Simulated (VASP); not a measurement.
Write the native input for VASP 6.6.1 that does the following.

* Task: single point
* Functional: r2SCAN
* Potentials or basis: VASP PAW PBE potentials, release 64 (P, Bi_d, In_d)
* Cutoff: 520 eV
* k mesh: 6 × 6 × 2
* Occupations: fermi-dirac, width 0.02 eV
* Spin: no spin polarisation
* Dipole correction: no
* Further INCAR settings: ALGO = Normal; EDIFF = 1e-06; NBANDS = 41

Crystal: In3BiP2.

```
CELL_PARAMETERS angstrom
4.31693 0.00000 0.00000
-2.15847 3.73857 0.00000
0.00000 0.00000 10.68741
ATOMIC_POSITIONS crystal
P 0.00000 0.00000 0.01412
P 0.33333 0.66667 0.32270
Bi 0.66667 0.33333 0.66085
In 0.33333 0.66667 0.08362
In 0.66667 0.33333 0.39032
In 0.00000 0.00000 0.77839
```

These files were run (other wordings do the same):

POSCAR

```
In3BiP2
1.0
    4.3169313907      0.0000000000      0.0000000000
   -2.1584656953      3.7385722507      0.0000000000
    0.0000000000      0.0000000000     10.6874084192
P Bi In
2 1 3
Direct
    0.0000000000      0.0000000000      0.0141160659
    0.3333333333      0.6666666667      0.3227007593
    0.6666666667      0.3333333333      0.6608518947
    0.3333333333      0.6666666667      0.0836200780
    0.6666666667      0.3333333333      0.3903174832
    0.0000000000      0.0000000000      0.7783937190
```

INCAR.step1

```
SYSTEM = In3BiP2
PREC     = Accurate       ! precision mode
ENCUT    = 520            ! plane-wave cutoff, eV
ISMEAR   = -1             ! smearing method
SIGMA    = 0.02           ! smearing width, eV
LREAL    = .False.        ! projectors in reciprocal space
LASPH    = .True.         ! aspherical terms in the spheres
NELM     = 100            ! most SCF steps
NBANDS   = 41             ! bands
GGA      = PE             ! functional
ALGO     = Normal         ! electronic algorithm
EDIFF    = 1E-4           ! SCF threshold, eV
LWAVE    = .True.         ! write WAVECAR
LCHARG   = .False.        ! write CHGCAR
```

INCAR.step2

```
SYSTEM = In3BiP2
PREC     = Accurate       ! precision mode
ENCUT    = 520            ! plane-wave cutoff, eV
EDIFF    = 1E-6           ! SCF threshold, eV
ISMEAR   = -1             ! smearing method
SIGMA    = 0.02           ! smearing width, eV
LREAL    = .False.        ! projectors in reciprocal space
LASPH    = .True.         ! aspherical terms in the spheres
NELM     = 100            ! most SCF steps
ALGO     = Normal         ! electronic algorithm
ISIF     = 2              ! what is computed and relaxed
LWAVE    = .False.        ! write WAVECAR
LCHARG   = .False.        ! write CHGCAR
METAGGA  = R2SCAN         ! meta-GGA
LMIXTAU  = .True.       
NBANDS   = 41             ! bands
ISTART   = 1
```

KPOINTS

```
regular mesh
0
Gamma
  6 6 2
  0 0 0
```

Potentials or basis: VASP PAW PBE potentials, release 64 (P, Bi_d, In_d).

The run is started by

```bash
$ cat potpaw_PBE.64/P/POTCAR potpaw_PBE.64/Bi_d/POTCAR potpaw_PBE.64/In_d/POTCAR > POTCAR
$ cp INCAR.step1 INCAR
$ mpirun -np 1 vasp_std > vasp.out
$ cp INCAR.step2 INCAR
$ mpirun -np 1 vasp_std > vasp.out
```

It gave:

```
Pressure               : 1.7 GPa
Largest force          : 0.086 eV/Å
Band gap on the k mesh : zero (filled and empty bands touch)
```

Caveat: the PAW data sets were made with another functional, which shifts forces and pressure a little; spin-orbit coupling is left out, which moves the levels of the heavy elements.

Wall time 3 min on 1 thread of Intel(R) Xeon(R) 6975P-C (Granite Rapids) (shared host), peak memory 0.35 GiB.
